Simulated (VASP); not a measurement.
A run of VASP 6.6.1 is set up as follows.

File INCAR:

```
ALGO = Normal
EDIFF = 1E-6
ENCUT = 520
GGA = PE
ISIF = 2
ISMEAR = 0
LASPH = True
LCHARG = False
LREAL = False
LWAVE = False
NBANDS = 8
NELM = 60
PREC = Accurate
SIGMA = 0.1
```

Contents of KPOINTS:

```
k-points
0
Gamma
  18 18 18
```

Contents of POSCAR:

```
Si
1.0
    0.0000000000      1.9367143210      1.9367143210
    1.9367143210      0.0000000000      1.9367143210
    1.9367143210      1.9367143210      0.0000000000
Si
1
Direct
    0.0000000000      0.0000000000      0.0000000000
```

Potentials or basis: VASP PAW PBE potentials, release 64 (Si).

Run with:

```sh
$ cat potpaw_PBE.64/Si/POTCAR > POTCAR
$ mpirun -np 1 vasp_std > vasp.out
```

Q: Estimate the band gap on the k mesh.

A: Zero (band 2 reaches 21.21 eV, above the bottom of band 3 at 7.24 eV).

Q: Estimate the pressure.

A: 0.1 GPa.
